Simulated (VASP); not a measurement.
# CdH6 (P4/mmm) in VASP: further runs

CdH6 is run at these levels: PBE; tasks: single point.

All numbers are computed with VASP 6.6.1; they aren't measurements. Logs are shortened: lines on timing, memory, paths and dates and some standing lists are left out, and cuts for length are marked.

## (1) The cell of the first run

Symmetry: P4/mmm, No. 123, tetragonal system. Conventional cell: a = 3.520 Å, b = 3.520 Å, c = 5.444 Å, α = 90.00°, β = 90.00°, γ = 90.00°. Within 2.3 Å of Cd (site symmetry 4/mmm) lie 4 H at 1.76 Å. H (site symmetry m2m) has 2 H at 1.27 Å within 1.7 Å. H (site symmetry mmm) has 2 Cd at 1.76 Å within 2.3 Å.

The cell was generated, and may not be a known phase.

## (2) Single point, PBE

The input, INCAR:

```
PREC = Accurate ; ENCUT = 630
EDIFF = 1E-6 ; ISMEAR = 0
SIGMA = 0.1 ; LREAL = False
LASPH = True ; NELM = 120
ALGO = Normal ; ISIF = 2
LWAVE = False ; LCHARG = False
GGA = PE ; NBANDS = 22
GGA_COMPAT = False
```

The input, KPOINTS:

```
regular mesh
0
Gamma
  6 6 4
```

The input, POSCAR:

```
CdH6
1.0
    3.5196500157      0.0000000000      0.0000000000
    0.0000000000      3.5196500157      0.0000000000
    0.0000000000      0.0000000000      5.4439663487
Cd H
1 6
Direct
    0.0000000000      0.0000000000      0.5000000000
    0.1805136984      0.1805136984      0.0000000000
    0.8194863016      0.8194863016      0.0000000000
    0.8194863016      0.1805136984      0.0000000000
    0.1805136984      0.8194863016      0.0000000000
    0.5000000000      0.0000000000      0.5000000000
    0.0000000000      0.5000000000      0.5000000000
```

Potentials or basis: VASP PAW PBE potentials, release 64 (Cd_sv_GW, H).

Started as:

```console
$ cat potpaw_PBE.64/Cd_sv_GW/POTCAR potpaw_PBE.64/H/POTCAR > POTCAR
$ mpirun -np 1 vasp_std > vasp.out
```

OUTCAR:

```text
PREC = Accurate
   ENCUT = 630
   EDIFF = 1E-6
   ISMEAR = 0
   LREAL = False
   LASPH = True
   NELM = 120
   ISIF = 2
   GGA = PE

 ion  position               nearest neighbor table
   1  0.000  0.000  0.500-   6 1.76   7 1.76   7 1.76   6 1.76
   2  0.181  0.181  0.000-
   3  0.819  0.819  0.000-
   4  0.819  0.181  0.000-
   5  0.181  0.819  0.000-
   6  0.500  0.000  0.500-   1 1.76   1 1.76
   7  0.000  0.500  0.500-   1 1.76   1 1.76

  LATTYP: Found a simple tetragonal cell.
 ALAT       =     3.5196500157
 C/A-ratio  =     1.5467351369

  Lattice vectors:

 A1 = (   3.5196500157,   0.0000000000,   0.0000000000)
 A2 = (   0.0000000000,   3.5196500157,   0.0000000000)
 A3 = (   0.0000000000,   0.0000000000,   5.4439663487)

Analysis of symmetry for initial positions (statically):
=====================================================================
 Subroutine PRICEL returns:
 Original cell was already a primitive cell.

 Routine SETGRP: Setting up the symmetry group for a
 simple tetragonal supercell.

 Subroutine GETGRP returns: Found 16 space group operations
 (whereof 16 operations were pure point group operations)
 out of a pool of 16 trial point group operations.

The static configuration has the point symmetry D_4h.

Analysis of symmetry for dynamics (positions and initial velocities):
=====================================================================
 Subroutine PRICEL returns:
 Original cell was already a primitive cell.

 Routine SETGRP: Setting up the symmetry group for a
 simple tetragonal supercell.

 Subroutine GETGRP returns: Found 16 space group operations
 (whereof 16 operations were pure point group operations)
 out of a pool of 16 trial point group operations.

The dynamic configuration has the point symmetry D_4h.

 Subroutine INISYM returns: Found 16 space group operations
 (whereof 16 operations are pure point group operations),
 and found     1 'primitive' translations

----------------------------------------------------------------------------------------

                                     Primitive cell

  volume of cell :      67.4395

  direct lattice vectors                    reciprocal lattice vectors
     3.519650016  0.000000000  0.000000000     0.284119158  0.000000000  0.000000000
     0.000000000  3.519650016  0.000000000     0.000000000  0.284119158  0.000000000
     0.000000000  0.000000000  5.443966349     0.000000000  0.000000000  0.183689600

  length of vectors
     3.519650016  3.519650016  5.443966349     0.284119158  0.284119158  0.183689600

  position of ions in fractional coordinates (direct lattice)
     0.000000000  0.000000000  0.500000000
     0.180513698  0.180513698  0.000000000
     0.819486302  0.819486302  0.000000000
     0.819486302  0.180513698  0.000000000
     0.180513698  0.819486302  0.000000000
     0.500000000  0.000000000  0.500000000
     0.000000000  0.500000000  0.500000000

  ion indices of the primitive-cell ions
   primitive index   ion index
                 1           1
                 2           2
                 3           3
                 4           4
                 5           5
                 6           6
                 7           7

----------------------------------------------------------------------------------------

 KPOINTS: regular mesh

Automatic generation of k-mesh.
 Grid dimensions read from file:
 generate k-points for:    6    6    4

 Generating k-lattice:

  Cartesian coordinates                     Fractional coordinates (reciprocal lattice)
     0.047353193  0.000000000  0.000000000     0.166666667  0.000000000  0.000000000
     0.000000000  0.047353193  0.000000000     0.000000000  0.166666667  0.000000000
     0.000000000  0.000000000  0.045922400     0.000000000  0.000000000  0.250000000

  Length of vectors
     0.047353193  0.047353193  0.045922400

  Shift w.r.t. Gamma in fractional coordinates (k-lattice)
     0.000000000  0.000000000  0.000000000

 Subroutine IBZKPT returns following result:
 ===========================================

 Found     30 irreducible k-points:

 Following reciprocal coordinates:
            Coordinates               Weight
  0.000000  0.000000  0.000000      1.000000
  0.166667  0.000000  0.000000      4.000000
  0.333333  0.000000  0.000000      4.000000
  0.500000  0.000000  0.000000      2.000000
  0.166667  0.166667  0.000000      4.000000
  0.333333  0.166667  0.000000      8.000000
[... 16 lines left out ...]
  0.333333  0.000000  0.500000      4.000000
  0.500000  0.000000  0.500000      2.000000
 [... further k-points ...]
   k-points           NKPTS =     30   k-points in BZ     NKDIM =     30   number of bands    NBANDS=     22
   number of dos      NEDOS =    301   number of ions     NIONS =      7
   total plane-waves  NPLWV =  43200
   dimension x,y,z NGX =    30 NGY =   30 NGZ =   48
   dimension x,y,z NGXF=    60 NGYF=   60 NGZF=   96
   ions per type =               1   6
   NGX,Y,Z   is equivalent  to a cutoff of  14.17, 14.17, 14.66 a.u.
   NGXF,Y,Z  is equivalent  to a cutoff of  28.34, 28.34, 29.32 a.u.
 SYSTEM =  unknown system
   PREC   = accura    normal or accurate (medium, high low for compatibility)
   ISTART =      0    job   : 0-new  1-cont  2-samecut
   ICHARG =      2    charge: 1-file 2-atom 10-const
   ISPIN  =      1    spin polarized calculation?
   LNONCOLLINEAR =      F non collinear calculations
   LSORBIT =      F    spin-orbit coupling
   LASPH  =      T    aspherical Exc in radial PAW
   ENCUT  =  630.0 eV  46.30 Ry    6.80 a.u.   7.20  7.20 11.14*2*pi/ulx,y,z
   NELM   =    120;   NELMIN=  2; NELMDL= -5     # of ELM steps
   EDIFF  = 0.1E-05   stopping-criterion for ELM
   LREAL  =      F    real-space projection
   EDIFFG = 0.1E-04   stopping-criterion for IOM
   NSW    =      0    number of steps for IOM
   IBRION =     -1    ionic relax: 0-MD 1-quasi-New 2-CG
   NFREE  =      0    steps in history (QN), initial steepest desc. (CG)
   ISIF   =      2    stress and relaxation
   ISYM   =      2    0-nonsym 1-usesym 2-fastsym
   POTIM  = 0.5000    time-step for ionic-motion
   TEBEG  =    0.0;   TEEND  =   0.0 temperature during run
   PSTRESS=    0.0 pullay stress
   NELECT =      26.0000    total number of electrons
   NUPDOWN=      -1.0000    fix difference up-down
   EMIN   =  10.00;   EMAX   =-10.00  energy-range for DOS
   EFERMI =   0.00;   METHOD = LEGACY
   ISMEAR =     0;   SIGMA  =   0.10  broadening in eV -4-tet -1-fermi 0-gaus
   EFERMI_NEDOS =   21; number of points for ismear=-14 and -15
   IALGO  =     38    algorithm
   IMIX   =      4    mixing-type and parameters
     AMIX     =   0.40;   BMIX     =  1.00
     AMIX_MAG =   1.60;   BMIX_MAG =  1.00
  volume/ion in A,a.u.               =       9.63        65.01
  Fermi-wavevector in a.u.,A,eV,Ry     =   1.191501  2.251611 19.315852  1.419675
  Thomas-Fermi vector in A             =   2.327561
   LORBIT       =      0    0 simple, 1 ext, 2 COOP (PROOUT), +10 PAW based schemes
   GGA     = PE    functional components
   LHFCALC =     F    Hartree Fock is set to
   AEXX    =    0.0000 exact exchange contribution
   IVDW    =     0    specifies the selected vdW correction
   LEPSILON=     F    determine dielectric tensor
   LRPA    =     F    only Hartree local field effects (RPA)
 non-spin polarized calculation
 Gauss-broadening in eV      SIGMA  =   0.10
  energy-cutoff  :      630.00
  volume of cell :       67.44
 maximum number of plane-waves:      2447
 NGX is ok and might be reduce to    30
   NGX = 15   NGY = 15   NGZ = 23

 number of electron      26.0000001 magnetization

 Free energy of the ion-electron system (eV)
  ---------------------------------------------------
  ext. energy  EPLUGINS =         0.00000000
  ---------------------------------------------------
  free energy    TOTEN  =       -14.84013376 eV

  energy without entropy =      -14.83193438  energy(sigma->0) =      -14.83603407

 E-fermi :   0.5662     XC(G=0):  -8.3659

 val. band max:        0.5659355752   @ k =   0.1667   0.1667   0.2500
 cond. band min:       0.6236168670   @ k =   0.1667   0.1667   0.5000
 fundamental gap:      0.0576812918
 Fermi energy:         0.5662100353

 k-point     1 :       0.0000    0.0000    0.0000
  band No.  band energies     occupation
      1    -102.5699      2.00000
      2     -63.6306      2.00000
      3     -63.6031      2.00000
      4     -63.6031      2.00000
      5     -10.0244      2.00000
      6      -9.5838      2.00000
[... 14 lines left out ...]
     21      11.4507      0.00000
     22      13.1493      0.00000

 k-point     2 :       0.1667    0.0000    0.0000
  band No.  band energies     occupation
      1    -102.5698      2.00000
      2     -63.6305      2.00000
      3     -63.6046      2.00000
      4     -63.6031      2.00000
      5      -9.9240      2.00000
      6      -9.3537      2.00000
[... 14 lines left out ...]
     21      11.3719      0.00000
     22      12.0009      0.00000

 k-point     3 :       0.3333    0.0000    0.0000
  band No.  band energies     occupation
      1    -102.5697      2.00000
      2     -63.6304      2.00000
      3     -63.6074      2.00000
      4     -63.6030      2.00000
      5      -9.8333      2.00000
      6      -8.8041      2.00000
[... 14 lines left out ...]
     21      10.8537      0.00000
     22      14.1517      0.00000
[... 476 lines left out ...]
 k-point    23 :       0.3333    0.0000    0.5000
  band No.  band energies     occupation
      1    -102.5697      2.00000
      2     -63.6304      2.00000
      3     -63.6074      2.00000
      4     -63.6030      2.00000
      5      -9.8313      2.00000
      6      -8.7168      2.00000
[... 14 lines left out ...]
     21      10.5795      0.00000
     22      12.4841      0.00000

 k-point    24 :       0.5000    0.0000    0.5000
  band No.  band energies     occupation
      1    -102.5697      2.00000
      2     -63.6303      2.00000
      3     -63.6088      2.00000
      4     -63.6029      2.00000
      5      -9.8037      2.00000
      6      -8.4613      2.00000
[... 14 lines left out ...]
     21      11.1080      0.00000
     22      11.7773      0.00000

 [... further k-points ...]
[... 5 lines left out ...]
  --------------------------------------------------------------------------------------
  -------------------------------------------------------------------------------------
  Total        0.0771513      0.0771513      0.0321096      0.0000000     -0.0000000      0.0000000
  in kB        1.8329017      1.8329017      0.7628358      0.0000000     -0.0000000      0.0000000
  external PRESSURE =       1.4762131 kB  Pullay stress =       0.0000000 kB

 VOLUME and BASIS-vectors are now :
 -----------------------------------------------------------------------------
  energy-cutoff  :      630.00
  volume of cell :       67.44
      direct lattice vectors                 reciprocal lattice vectors
     3.519650016  0.000000000  0.000000000     0.284119158  0.000000000  0.000000000
     0.000000000  3.519650016  0.000000000     0.000000000  0.284119158  0.000000000
     0.000000000  0.000000000  5.443966349     0.000000000  0.000000000  0.183689600

 POSITION                                       TOTAL-FORCE (eV/Angst)
 -----------------------------------------------------------------------------------
      0.00000      0.00000      2.72198         0.000000      0.000000      0.000000
      0.63535      0.63535      0.00000         0.013622      0.013622     -0.000000
      2.88430      2.88430      0.00000        -0.013622     -0.013622      0.000000
      2.88430      0.63535      0.00000        -0.013622      0.013622      0.000000
      0.63535      2.88430      0.00000         0.013622     -0.013622     -0.000000
      1.75983      0.00000      2.72198         0.000000      0.000000      0.000000
      0.00000      1.75983      2.72198         0.000000      0.000000      0.000000
 -----------------------------------------------------------------------------------
    total drift:                               -0.000000     -0.000000      0.000000

  FREE ENERGIE OF THE ION-ELECTRON SYSTEM (eV)
  ---------------------------------------------------
  free  energy   TOTEN  =       -14.8401337595 eV

  energy  without entropy=      -14.8319343761  energy(sigma->0) =      -14.83603407
```

Wall time 30 s (1 thread of AMD EPYC 9R45 (Zen 5), shared host); peak memory 0.21 GiB.

Results:

```yaml
Free_energy: -14.8401 eV
Pressure: 0.1 GPa
Largest_force: 0.019 eV/Å
Band_gap_on_the_k_mesh: zero (bands 13 and 14 overlap by 2.60 eV)
```

Forces in eV/Å, atoms in the order of the input:
```
Cd   0.000  0.000  0.000
H    0.014  0.014  0.000
H   -0.014 -0.014  0.000
H   -0.014  0.014  0.000
H    0.014 -0.014  0.000
H    0.000  0.000  0.000
H    0.000  0.000  0.000
```

Levels at points of the mesh, in eV from the Fermi level:
```
           k point  band 11  band 12  band 13  band 14  band 15  band 16
(0.00, 0.00, 0.00)    -5.93     0.68     1.06     1.06     2.42     7.28
(0.50, 0.00, 0.00)    -5.09    -3.80    -2.19     1.99     2.68     6.13
(0.50, 0.50, 0.00)    -4.36    -4.36    -1.07    -1.07     0.69     2.42
(0.00, 0.00, 0.50)    -7.02     1.20     1.20     2.46     3.40     5.97
(0.50, 0.00, 0.50)    -4.82    -4.53    -2.68     2.11     5.43     6.64
(0.50, 0.50, 0.50)    -4.19    -4.19    -1.40    -1.40    -0.21     2.68
```

## (3) Single point, PBE

This run uses another cell than the first one, of 9.91 Å³/atom.

The input, INCAR:

```
PREC = Accurate
ENCUT = 630
EDIFF = 1E-6
ISMEAR = 0
SIGMA = 0.1
LREAL = False
LASPH = True
NELM = 120
ALGO = Normal
ISIF = 2
LWAVE = False
LCHARG = True
GGA = PE
LELF = True
LVHAR = True
NBANDS = 22
GGA_COMPAT = False
```

The input, KPOINTS:

```
regular mesh
0
Gamma
  10 10 8
```

The input, POSCAR:

```
CdH6
1.0
    3.5248202783      0.0000000000      0.0000000000
    0.0000000000      3.5248202783      0.0000000000
    0.0000000000      0.0000000000      5.5841042416
Cd H
1 6
Direct
    0.0000000000      0.0000000000      0.5000000000
    0.1797511081      0.1797511081      0.0000000000
    0.8202488919      0.8202488919      0.0000000000
    0.8202488919      0.1797511081      0.0000000000
    0.1797511081      0.8202488919      0.0000000000
    0.5000000000      0.0000000000      0.5000000000
    0.0000000000      0.5000000000      0.5000000000
```

Potentials or basis: VASP PAW PBE potentials, release 64 (Cd_sv_GW, H).

Started as:

```console
$ cat potpaw_PBE.64/Cd_sv_GW/POTCAR potpaw_PBE.64/H/POTCAR > POTCAR
$ mpirun -np 1 vasp_std > vasp.out
```

Run time: 2.7 min. Hardware: 1 thread of Intel Xeon Platinum 8375C at 2.90GHz (Ice Lake), shared host; peak memory 0.37 GiB.

It converged, with:

- Free energy: -14.8485 eV
- Pressure: -0.1 GPa
- Band gap on the k mesh: zero (bands 13 and 14 overlap by 2.65 eV)

Forces on the atoms (eV/Å):
```
Cd   0.000  0.000  0.000
H    0.002  0.002  0.000
H   -0.002 -0.002  0.000
H   -0.002  0.002  0.000
H    0.002 -0.002  0.000
H    0.000  0.000  0.000
H    0.000  0.000  0.000
```

Levels at points of the mesh, in eV from the Fermi level:
| k point | band 9 | band 10 | band 11 | band 12 | band 13 | band 14 | band 15 | band 16 | band 17 | band 18 |
| --- | --- | --- | --- | --- | --- | --- | --- | --- | --- | --- |
| (0.00, 0.00, 0.00) | -9.01 | -8.94 | -6.27 | 0.46 | 0.92 | 0.92 | 2.23 | 7.00 | 7.00 | 7.06 |
| (0.50, 0.00, 0.00) | -9.00 | -7.90 | -5.20 | -4.10 | -2.41 | 1.84 | 2.47 | 5.83 | 7.26 | 7.95 |
| (0.50, 0.50, 0.00) | -9.10 | -6.84 | -4.49 | -4.49 | -1.28 | -1.28 | 0.37 | 2.33 | 4.56 | 6.37 |
| (0.00, 0.00, 0.50) | -9.00 | -8.94 | -7.19 | 1.03 | 1.03 | 2.26 | 2.93 | 5.50 | 6.50 | 6.50 |
| (0.50, 0.00, 0.50) | -9.00 | -7.93 | -4.98 | -4.70 | -2.83 | 1.93 | 4.95 | 6.34 | 7.03 | 7.29 |
| (0.50, 0.50, 0.50) | -9.09 | -6.95 | -4.36 | -4.36 | -1.55 | -1.55 | -0.38 | 2.56 | 5.16 | 7.26 |

The gap in the log of VASP goes by the Fermi energy; the results here count the filled bands.